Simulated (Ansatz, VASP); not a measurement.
## SiO2 in VASP and in Ansatz

```xyz
24
Lattice="-5.0857 5.0857 5.0857 5.0857 -5.0857 5.0857 5.0857 5.0857 -5.0857" Properties=species:S:1:pos:R:3 pbc="T T T"
Si    1.5885    1.5885    1.5885
Si    1.5885   -1.5885    1.5885
Si    1.5885    1.5885   -1.5885
Si   -1.5885    1.5885    1.5885
Si    3.4971    3.4971   -3.4971
Si   -3.4971    3.4971    3.4971
Si    3.4971   -3.4971    3.4971
Si    3.4971    3.4971    3.4971
O     2.5428    2.5428    2.5428
O     2.5428   -2.5428    2.5428
O     2.5428    2.5428   -2.5428
O    -2.5428    2.5428    2.5428
O     1.8778    1.8778    0.0000
O     1.8778    0.0000    1.8778
O    -3.2079    5.0857    3.2079
O     5.0857   -3.2079    3.2079
O     0.0000    1.8778    1.8778
O     3.2079   -3.2079    5.0857
O    -3.2079    3.2079    5.0857
O     3.2079    5.0857   -3.2079
O     5.0857    3.2079    3.2079
O     3.2079    5.0857    3.2079
O     5.0857    3.2079   -3.2079
O     3.2079    3.2079    5.0857
```

Alike in both runs: functional LDA; k mesh 4 × 4 × 4; occupations gaussian, width 0.02 eV; no spin polarisation.

Ansatz relaxed the structure, and its values are those at the end. VASP's run is a single point on that final structure, the one shown.

```csv
,VASP,Ansatz
version,VASP 6.6.1,Ansatz 0.2.0
potentials or method,"VASP PAW LDA potentials, release 64 (Si, O), cutoff 520 eV","scalar-relativistic, plane waves, PAW"
valence electrons in the cell,128,128
```

Ansatz gave:

- gap on the k mesh at the Fermi level (eV): 5.12
- least direct gap on the mesh (eV): 5.12
- pressure (GPa): -8.3
- rms of the force components (eV/Å): 0.000

Problem. Which values does VASP return?

Solution. gap on the k mesh at the Fermi level (eV): 5.13; least direct gap on the mesh (eV): 5.13; pressure (GPa): -8.0; rms of the force components (eV/Å): 0.025.

LDA's correlation is that of Perdew and Zunger in VASP and of Perdew and Wang (1992) in Ansatz. Ansatz's warnings: stress scf threshold loose.
